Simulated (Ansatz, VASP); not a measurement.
One calculation of SiC, two programs

Contents of INCAR:

```
SYSTEM = SiC
ALGO = Normal ; EDIFF = 1E-6
ENCUT = 520 ; GGA = PE
ISIF = 2 ; ISMEAR = -1
LASPH = .True. ; LCHARG = .False.
LREAL = .False. ; LWAVE = .False.
NBANDS = 16 ; NELM = 60
PREC = Accurate ; SIGMA = 0.02
```

Contents of KPOINTS:

```
k-points
0
Gamma
  12 12 6
  0 0 0
```

The input POSCAR:

```
SiC
1.0
    3.0753564236      0.0607382894      0.0000000000
   -1.4850773102      2.6329676438      0.0000000000
    0.0000000000      0.0000000000      5.0481087552
Si C
2 2
Direct
    0.3327138883      0.6665824148      0.4996034043
    0.6672861117      0.3334175852      0.9996034043
    0.3280768777      0.6671258015      0.8753965957
    0.6719231223      0.3328741985      0.3753965957
```

Input for Ansatz:

```yaml
crystal:
  lattice:
    - [3.0753564236, 0.0607382894, 0.0]
    - [-1.4850773102, 2.6329676438, 0.0]
    - [0.0, 0.0, 5.0481087552]
  atoms:
    - { symbol: Si, position: [0.3327138883, 0.6665824148, 0.4996034043] }
    - { symbol: Si, position: [0.6672861117, 0.3334175852, 0.9996034043] }
    - { symbol: C, position: [0.3280768777, 0.6671258015, 0.8753965957] }
    - { symbol: C, position: [0.6719231223, 0.3328741985, 0.3753965957] }
kpoints:
  mp_grid: { grid: [12, 12, 6] }
  band_path:
    path:
      - [0.0, 0.0, 0.0]
      - [0.5, 0.0, 0.0]
      - [0.3333333333, 0.3333333333, 0.0]
      - [0.0, 0.0, 0.5]
      - [0.5, 0.0, 0.5]
      - [0.3333333333, 0.3333333333, 0.5]
      - [0.333333, 0.341146, 0.0]
    npoints: 1
hamiltonian:
  xc: pbe
scf:
  occupations: { method: fermi_dirac, width: 0.02 }
  n_extra_bands: 5
output:
  forces: true
  stress: true
  eigenvalues: true
```

Change from the starting cell: shear_xy strain +4.0%.

Alike in both runs: task single point; functional PBE; k mesh 12 × 12 × 6; occupations fermi-dirac, width 0.02 eV; no spin polarisation.

|  | VASP | Ansatz |
| --- | --- | --- |
| version | VASP 6.6.1 | Ansatz 0.2.0 |
| potentials or method | VASP PAW PBE potentials, release 64 (Si, C) | plane waves, PAW |
| plane-wave cutoff (eV) | 520 | 420 |
| valence electrons in the cell | 16 | 16 |

Ansatz gave:

- gap on the k mesh at the Fermi level (eV): 2.10
- pressure (GPa): 3.6
- traceless stress, the component that is largest in VASP (GPa): -7.94
- rms of the force components (eV/Å): 0.014

Problem. Estimate VASP's values.

Solution. gap on the k mesh at the Fermi level (eV): 2.10; pressure (GPa): 3.6; traceless stress, the component that is largest in VASP (GPa): -7.97; rms of the force components (eV/Å): 0.014.

Atom by atom the forces differ by 0.000 eV/Å (rms over components). With one functional, cell and mesh, what is left measures potentials, basis and numerics.
